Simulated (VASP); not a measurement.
The system is CaMg.

```xyz
4
Lattice="3.6367 0.0000 0.0000 -1.8183 3.1495 0.0000 0.0000 0.0000 11.3356" Properties=species:S:1:pos:R:3 pbc="T T T"
Ca    1.8183    1.0498    7.2890
Ca    0.0000    2.0996    4.0466
Mg    0.0000    2.0996   10.0599
Mg    1.8183    1.0498    1.2757
```

* Program: VASP 6.6.1
* Task: relaxation of cell and atoms
* Functional: LDA
* Potentials or basis: VASP PAW LDA potentials, release 64 (Ca_sv, Mg_sv)
* Cutoff: 840 eV
* k mesh: 7 × 7 × 2
* Occupations: fermi-dirac, width 0.02 eV
* Spin: no spin polarisation

At the start: pressure -1.7 GPa; volume 32.46 Å³/atom.

**Question.** How do energy, volume and symmetry change on relaxing?

**Answer.** Over 6 steps the energy falls by 14.2 meV/atom and the volume is 29.97 Å³/atom (-7.7 %); space group P-3m1 (No. 164, to 0.1 Å) before and after.

Step by step:
| step | energy change (eV) | largest force (eV/Å) | pressure (GPa) | volume (Å³) |
| --- | --- | --- | --- | --- |
| 1 | 0.0000 | 0.0600 | -1.70 | 129.83 |
| 2 | -0.0480 | 0.0642 | -0.64 | 123.46 |
| 3 | -0.0546 | 0.0641 | -0.03 | 120.39 |
| 4 | -0.0547 | 0.0633 | 0.01 | 120.21 |
| 5 | -0.0555 | 0.0417 | 0.00 | 120.13 |
| 6 | -0.0567 | 0.0281 | 0.00 | 119.89 |

Final structure:
```cif
data_structure
_symmetry_space_group_name_H-M 'P 1'
_symmetry_Int_Tables_number 1
_cell_length_a 3.5349
_cell_length_b 3.5349
_cell_length_c 11.0783
_cell_angle_alpha 90.000
_cell_angle_beta 90.000
_cell_angle_gamma 120.000
_cell_volume 119.89
loop_
_atom_site_label
_atom_site_type_symbol
_atom_site_fract_x
_atom_site_fract_y
_atom_site_fract_z
_atom_site_occupancy
Ca1 Ca 0.66667 0.33333 0.64208 1
Ca2 Ca 0.33333 0.66667 0.35792 1
Mg1 Mg 0.33333 0.66667 0.88909 1
Mg2 Mg 0.66667 0.33333 0.11091 1
```
